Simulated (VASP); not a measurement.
Crystal: Ta3Cu.

```xyz
4
Lattice="-2.0065 2.0065 4.2082 2.0065 -2.0065 4.2082 2.0065 2.0065 -4.2082" Properties=species:S:1:pos:R:3 pbc="T T T"
Ta    0.0000    0.0000    4.2082
Ta    2.0065    0.0000    2.1041
Ta    0.0000    2.0065    2.1041
Cu    0.0000    0.0000    0.0000
```

| Item | Value |
| --- | --- |
| Program | VASP 6.6.1 |
| Task | relaxation of cell and atoms |
| Functional | BLYP |
| Potentials or basis | VASP PAW PBE potentials, release 64 (Ta_pv, Cu) |
| Cutoff | 600 eV |
| k mesh | 7 × 7 × 7 |
| Occupations | fermi-dirac, width 0.05 eV |
| Spin | no spin polarisation |

At the start: pressure 7.7 GPa; volume 16.94 Å³/atom.

Problem. Where does the relaxation end?

Solution. Over 6 steps the energy falls by 17.3 meV/atom and the volume is 17.67 Å³/atom (+4.3 %); space group I4/mmm (No. 139, to 0.1 Å) before and after.

The path:
```
step  energy change (eV)  largest force (eV/Å)  pressure (GPa)  volume (Å³)
   1              0.0000                0.0000            7.71        67.77
   2              0.1172                0.0000          -10.41        76.08
   3             -0.0683                0.0000           -0.14        70.78
   4             -0.0683                0.0000           -0.02        70.72
   5             -0.0688                0.0000           -0.01        70.71
   6             -0.0691                0.0000           -0.02        70.69
```

Final structure:
```cif
data_structure
_symmetry_space_group_name_H-M 'P 1'
_symmetry_Int_Tables_number 1
_cell_length_a 5.1301
_cell_length_b 5.1301
_cell_length_c 5.1301
_cell_angle_alpha 133.100
_cell_angle_beta 133.100
_cell_angle_gamma 68.497
_cell_volume 70.69
loop_
_atom_site_label
_atom_site_type_symbol
_atom_site_fract_x
_atom_site_fract_y
_atom_site_fract_z
_atom_site_occupancy
Ta1 Ta 0.50000 0.50000 0.00000 1
Ta2 Ta 0.25000 0.75000 0.50000 1
Ta3 Ta 0.75000 0.25000 0.50000 1
Cu1 Cu 0.00000 0.00000 0.00000 1
```

Caveat: the PAW data sets were made with another functional, which shifts forces and pressure a little.
